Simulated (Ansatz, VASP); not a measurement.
# SiC in VASP and in Ansatz

```
CELL_PARAMETERS angstrom
3.09693 0.00000 0.00000
0.00000 4.37971 0.00000
0.00000 0.00000 20.64540
ATOMIC_POSITIONS crystal
Si 0.00000 0.87500 0.38750
Si 0.50000 0.37500 0.46250
Si 0.00000 0.87500 0.53750
Si 0.50000 0.37500 0.61250
C 0.50000 0.62500 0.38750
C 0.00000 0.12500 0.46250
C 0.50000 0.62500 0.53750
C 0.00000 0.12500 0.61250
```

Alike in both runs: task relaxation of the atoms; functional PBE; k mesh 8 × 6 × 1; occupations fermi-dirac, width 0.02 eV; no spin polarisation.

|  | VASP | Ansatz |
| --- | --- | --- |
| version | VASP 6.6.1 | Ansatz 0.2.0 |
| potentials or method | VASP PAW PBE potentials, release 64 (Si, C) | PAW with Ansatz's default frozen-core files, scalar-relativistic |
| plane-wave cutoff (eV) | 520 | 420 |
| valence electrons in the cell | 32 | 32 |

```csv
,VASP,Ansatz,Ansatz less VASP
"gap on the k mesh at the Fermi level, each at its own relaxed structure (eV)",0.83,0.83,+0.006
```

Ansatz's warnings: stress scf threshold loose, xc potential rough in thin density.
